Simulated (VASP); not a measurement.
# Ge8Pt7 (P1) in VASP: a series of runs, part 2 of 2

VASP 6.6.1. Earlier steps stand in the parts before.

## 3. Single point, PBEsol

INCAR

```
PREC = Accurate ; ENCUT = 520
EDIFF = 1E-7 ; ISMEAR = 0
SIGMA = 0.1 ; LREAL = Auto
LASPH = T ; NELM = 100
ALGO = Normal ; ISIF = 2
LWAVE = F ; LCHARG = F
GGA = PS ; ISYM = 0
NBANDS = 104
```

KPOINTS

```
Automatic mesh
0
Gamma
  3 3 2
  0 0 0.5
```

POSCAR

```
Ge8Pt7
1.0
    5.5820223265     -3.6631867392     -0.0021238435
   -5.5809161525     -3.6614715393      0.0021165471
    0.0016975957      3.6623231343     -6.1288108410
Ge Pt
8 7
Direct
    0.1817668479      1.0032657618      0.4032621638
    0.6478311567      0.4706454425      0.4053913430
    0.2330542599      0.9445158517      0.9271669646
    0.7418000138      0.4177302087      0.9114464551
    0.2614231354      0.5725696583      0.0874389326
    0.7656274074      0.0750774881      0.0898703524
    0.3223281141      0.4857970002      0.5551077256
    0.8280813231      0.0117422092      0.5918154507
    0.2858070702      0.2838015550      0.8118779885
    0.7823580782      0.7793894265      0.8150352073
    0.0292535805      0.5240614556      0.3024731061
    0.5201054855      0.0276558404      0.2985784405
    0.4587553282      0.9573844935      0.6876132535
    0.9752594510      0.4735197701      0.6875943227
    0.7228288499      0.7206483426      0.1993490230
```

Potentials or basis: VASP PAW PBE potentials, release 64 (Ge_d, Pt).

Started as:

```console
> cat potpaw_PBE.64/Ge_d/POTCAR potpaw_PBE.64/Pt/POTCAR > POTCAR
> mpirun -np 1 vasp_std > vasp.out
```

OUTCAR:

```text
PREC = Accurate
   ENCUT = 520
   EDIFF = 1E-7
   ISMEAR = 0
   LREAL = Auto
   LASPH = T
   NELM = 100
   ISIF = 2
   GGA = PS
   ISYM = 0

 ion  position               nearest neighbor table
   1  0.182  0.003  0.403-  13 2.52  15 2.53  12 2.53   9 2.69   7 2.74  11 2.74
   2  0.648  0.471  0.405-  14 2.51  15 2.52  12 2.53  10 2.69   7 2.70  11 2.76
   3  0.233  0.945  0.927-  10 2.53  12 2.55   9 2.55  13 2.58  14 2.60
   4  0.742  0.418  0.911-  15 2.52  14 2.53  13 2.55  11 2.60   9 2.61  10 2.63
   5  0.261  0.573  0.087-   9 2.43  11 2.47  12 2.50  15 2.62  14 2.67
   6  0.766  0.075  0.090-  10 2.42  11 2.47  12 2.50  15 2.63  13 2.68
   7  0.322  0.486  0.555-  11 2.41   9 2.57  10 2.58  13 2.68   2 2.70  14 2.72   1 2.74
   8  0.828  0.012  0.592-  10 2.52   9 2.53  12 2.55  15 2.62  14 2.64  13 2.66
   9  0.286  0.284  0.812-   5 2.43   8 2.53   3 2.55   7 2.57   4 2.61   1 2.69  13 2.89  14 2.89
                            15 2.97
  10  0.782  0.779  0.815-   6 2.42   8 2.52   3 2.53   7 2.58   4 2.63   2 2.69  14 2.89  13 2.91
                            15 2.99
  11  0.029  0.524  0.302-   7 2.41   5 2.47   6 2.47   4 2.60   1 2.74   2 2.76  15 2.88  13 2.94
                            14 2.96
  12  0.520  0.028  0.299-   6 2.50   5 2.50   2 2.53   1 2.53   3 2.55   8 2.55  15 2.91  14 3.03
                            13 3.05
  13  0.459  0.957  0.688-   1 2.52   4 2.55   3 2.58   8 2.66   7 2.68   6 2.68   9 2.89  10 2.91
                            11 2.94  12 3.05
  14  0.975  0.474  0.688-   2 2.51   4 2.53   3 2.60   8 2.64   5 2.67   7 2.72  10 2.89   9 2.89
                            11 2.96  12 3.03
  15  0.723  0.721  0.199-   2 2.52   4 2.52   1 2.53   5 2.62   8 2.62   6 2.63  11 2.88  12 2.91
                             9 2.97  10 2.99

IMPORTANT INFORMATION: All symmetrisations will be switched off!
NOSYMM: (Re-)initialisation of all symmetry stuff for point group C_1.

----------------------------------------------------------------------------------------

                                     Primitive cell

  volume of cell :     250.5603

  direct lattice vectors                    reciprocal lattice vectors
     5.582022326 -3.663186739 -0.002123843     0.089530195 -0.136511538 -0.081548834
    -5.580916153 -3.661471539  0.002116547    -0.089634129 -0.136538596 -0.081614629
     0.001697596  3.662323134 -6.128810841    -0.000061980  0.000000153 -0.163163715

  length of vectors
     6.676669443  6.674803624  7.139673378     0.182486351  0.182587001  0.163163727

  position of ions in fractional coordinates (direct lattice)
     0.181766848  0.003265762  0.403262164
     0.647831157  0.470645443  0.405391343
     0.233054260  0.944515852  0.927166965
     0.741800014  0.417730209  0.911446455
     0.261423135  0.572569658  0.087438933
     0.765627407  0.075077488  0.089870352
     0.322328114  0.485797000  0.555107726
     0.828081323  0.011742209  0.591815451
     0.285807070  0.283801555  0.811877989
     0.782358078  0.779389427  0.815035207
     0.029253580  0.524061456  0.302473106
     0.520105485  0.027655840  0.298578441
     0.458755328  0.957384494  0.687613253
     0.975259451  0.473519770  0.687594323
     0.722828850  0.720648343  0.199349023

  ion indices of the primitive-cell ions
   primitive index   ion index
                 1           1
                 2           2
                 3           3
                 4           4
                 5           5
                 6           6
                 7           7
                 8           8
[... 55 lines left out ...]
   ISTART =      0    job   : 0-new  1-cont  2-samecut
   ICHARG =      2    charge: 1-file 2-atom 10-const
   ISPIN  =      1    spin polarized calculation?
   LNONCOLLINEAR =      F non collinear calculations
   LSORBIT =      F    spin-orbit coupling
   LASPH  =      T    aspherical Exc in radial PAW
   ENCUT  =  520.0 eV  38.22 Ry    6.18 a.u.  12.41 12.41 13.28*2*pi/ulx,y,z
   NELM   =    100;   NELMIN=  2; NELMDL= -5     # of ELM steps
   EDIFF  = 0.1E-06   stopping-criterion for ELM
   LREAL  =      T    real-space projection
   EDIFFG = 0.1E-05   stopping-criterion for IOM
   NSW    =      0    number of steps for IOM
   IBRION =     -1    ionic relax: 0-MD 1-quasi-New 2-CG
   NFREE  =      0    steps in history (QN), initial steepest desc. (CG)
   ISIF   =      2    stress and relaxation
   ISYM   =      0    0-nonsym 1-usesym 2-fastsym
   POTIM  = 0.5000    time-step for ionic-motion
   TEBEG  =    0.0;   TEEND  =   0.0 temperature during run
   PSTRESS=    0.0 pullay stress
   NELECT =     182.0000    total number of electrons
   NUPDOWN=      -1.0000    fix difference up-down
   EMIN   =  10.00;   EMAX   =-10.00  energy-range for DOS
   EFERMI =   0.00;   METHOD = LEGACY
   ISMEAR =     0;   SIGMA  =   0.10  broadening in eV -4-tet -1-fermi 0-gaus
   EFERMI_NEDOS =   21; number of points for ismear=-14 and -15
   IALGO  =     38    algorithm
   IMIX   =      4    mixing-type and parameters
     AMIX     =   0.40;   BMIX     =  1.00
     AMIX_MAG =   1.60;   BMIX_MAG =  1.00
  volume/ion in A,a.u.               =      16.70       112.72
  Fermi-wavevector in a.u.,A,eV,Ry     =   1.471616  2.780951 29.465510  2.165654
  Thomas-Fermi vector in A             =   2.586730
   LORBIT       =      0    0 simple, 1 ext, 2 COOP (PROOUT), +10 PAW based schemes
   GGA     = PS    functional components
   LHFCALC =     F    Hartree Fock is set to
   AEXX    =    0.0000 exact exchange contribution
   IVDW    =     0    specifies the selected vdW correction
   LEPSILON=     F    determine dielectric tensor
   LRPA    =     F    only Hartree local field effects (RPA)
 non-spin polarized calculation
 Gauss-broadening in eV      SIGMA  =   0.10
  energy-cutoff  :      520.00
  volume of cell :      250.56
 maximum number of plane-waves:      6754
 NGX is ok and might be reduce to    50
   NGX = 25   NGY = 25   NGZ = 27

 number of electron     182.0000000 magnetization

 Free energy of the ion-electron system (eV)
  ---------------------------------------------------
  ext. energy  EPLUGINS =         0.00000000
  ---------------------------------------------------
  free energy    TOTEN  =       -95.19763385 eV

  energy without entropy =      -95.17507752  energy(sigma->0) =      -95.18635569

 E-fermi :   8.9410     XC(G=0): -12.3615

 val. band max:        8.9352245103   @ k =  -0.3333   0.3333   0.2500
 cond. band min:       8.9475400157   @ k =   0.3333   0.3333   0.2500
 fundamental gap:      0.0123155054
 Fermi energy:         8.9409955366

 k-point     1 :       0.0000    0.0000    0.2500
  band No.  band energies     occupation
      1     -16.0793      2.00000
      2     -16.0726      2.00000
      3     -16.0409      2.00000
      4     -16.0326      2.00000
      5     -16.0284      2.00000
      6     -16.0231      2.00000
[... 943 lines left out ...]
    102      12.2624      0.00000
    103      12.4736      0.00000
 [bands above 103 left out]

------------------------ aborting loop because EDIFF is reached ----------------------------------------

  FORCE on cell =-STRESS in cart. coord.  units (eV):
  Direction    XX          YY          ZZ          XY          YZ          ZX
  --------------------------------------------------------------------------------------
  -------------------------------------------------------------------------------------
  Total        0.1178789      0.0137437     -0.1013217      0.0018997      0.0134329     -0.0199579
  in kB        0.7537621      0.0878821     -0.6478894      0.0121476      0.0858949     -0.1276183
  external PRESSURE =       0.0645849 kB  Pullay stress =       0.0000000 kB

 VOLUME and BASIS-vectors are now :
 -----------------------------------------------------------------------------
  energy-cutoff  :      520.00
  volume of cell :      250.56
      direct lattice vectors                 reciprocal lattice vectors
     5.582022326 -3.663186739 -0.002123843     0.089530195 -0.136511538 -0.081548834
    -5.580916153 -3.661471539  0.002116547    -0.089634129 -0.136538596 -0.081614629
     0.001697596  3.662323134 -6.128810841    -0.000061980  0.000000153 -0.163163715

 POSITION                                       TOTAL-FORCE (eV/Angst)
 -----------------------------------------------------------------------------------
      0.99709      0.79907     -2.47190         0.009209      0.001283      0.006109
      0.99026     -2.61171     -2.48495         0.000374      0.006762      0.010163
     -3.96878     -0.91645     -5.68093        -0.006290      0.002759     -0.001529
      1.81097     -0.90885     -5.58677        -0.011826     -0.000926     -0.003279
     -1.73605     -2.73386     -0.53524        -0.007613      0.006450     -0.003657
      3.85490     -2.75040     -0.55227         0.000239     -0.007949      0.000883
     -0.91101     -0.92650     -3.40181        -0.003996     -0.005758     -0.004829
      4.55784     -0.90899     -3.62886        -0.006754      0.002755      0.002885
      0.01289      0.88726     -4.97585         0.006375     -0.011347      0.019305
      0.01882     -2.73471     -4.99521        -0.002881     -0.010236      0.001804
     -2.76094     -0.91824     -1.85275        -0.004522      0.003742      0.000883
      2.74940     -0.91301     -1.83098         0.000827      0.005613     -0.010154
     -2.78113     -2.66768     -4.21320         0.004961      0.008194      0.001806
      2.80241     -2.78814     -4.21520         0.008371      0.002926     -0.007592
      0.01331     -4.55641     -1.22178         0.013526     -0.004268     -0.012797
 -----------------------------------------------------------------------------------
    total drift:                               -0.008700     -0.002526      0.009687

  FREE ENERGIE OF THE ION-ELECTRON SYSTEM (eV)
  ---------------------------------------------------
  free  energy   TOTEN  =       -95.1976338459 eV

  energy  without entropy=      -95.1750775242  energy(sigma->0) =      -95.18635569
```

Wall time 16 min (1 thread of Intel Xeon 8259CL, shared host); peak memory 0.44 GiB.

Results:

| Property | Result |
| --- | --- |
| Free energy | -95.1976 eV |
| Pressure | 0.0 GPa |
| Largest force | 0.023 eV/Å |
| Band gap on the k mesh | 0.01 eV (least direct gap 0.24 eV) |

Forces on the atoms (eV/Å):
```
Ge   0.009  0.001  0.006
Ge   0.000  0.007  0.010
Ge  -0.006  0.003 -0.002
Ge  -0.012 -0.001 -0.003
Ge  -0.008  0.006 -0.004
Ge   0.000 -0.008  0.001
Ge  -0.004 -0.006 -0.005
Ge  -0.007  0.003  0.003
Pt   0.006 -0.011  0.019
Pt  -0.003 -0.010  0.002
Pt  -0.005  0.004  0.001
Pt   0.001  0.006 -0.010
Pt   0.005  0.008  0.002
Pt   0.008  0.003 -0.008
Pt   0.014 -0.004 -0.013
```

Stress tensor (GPa, compression positive):
```
 0.08  0.00 -0.01
 0.00  0.01  0.01
-0.01  0.01 -0.06
```

Caveat: the k points lie up to 0.48 Å⁻¹ apart; the PAW data sets were made with another functional, which shifts forces and pressure a little; spin-orbit coupling is left out, which moves the levels of the heavy elements; a shifted mesh leaves out Γ, where band edges can lie.
